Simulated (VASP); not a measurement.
A run of VASP 6.6.1 is set up as follows.

INCAR

```
SYSTEM = NdH2
PREC = Accurate ; ENCUT = 520
EDIFF = 1E-6 ; ISMEAR = -1
SIGMA = 0.05 ; LREAL = .False.
LASPH = .True. ; NELM = 150
ALGO = Normal ; ISIF = 2
LWAVE = .False. ; LCHARG = .True.
ISPIN = 2 ; MAGMOM = 3 0 0
LORBIT = 11 ; LMAXMIX = 6
GGA = PS ; LELF = .True.
LVHAR = .True. ; NBANDS = 19
```

KPOINTS

```
regular mesh
0
Gamma
  8 8 8
  0 0 0
```

File POSCAR:

```
NdH2
1.0
    0.0000000000      2.6980360093      2.6980360093
    2.6980360093      0.0000000000      2.6980360093
    2.6980360093      2.6980360093      0.0000000000
Nd H
1 2
Direct
    0.0000000000      0.0000000000      0.0000000000
    0.7500000000      0.7500000000      0.7500000000
    0.2500000000      0.2500000000      0.2500000000
```

Potentials or basis: VASP PAW PBE potentials, release 64 (Nd, H).

The run is started by

```bash
$ cat potpaw_PBE.64/Nd/POTCAR potpaw_PBE.64/H/POTCAR > POTCAR
$ mpirun -np 1 vasp_std > vasp.out
```

Problem. What does it give for the net moment?

Solution. 3.73 μB per cell.

Problem. Predict the pressure.

Solution. 1.1 GPa.

Problem. Estimate the site moments.

Solution. Nd +3.14; H -0.02 μB.

Caveat: the magnetic or orbital state may not be the lowest; the PAW data sets were made with another functional, which shifts forces and pressure a little. The state reached can hang on the start; a lower one may exist.
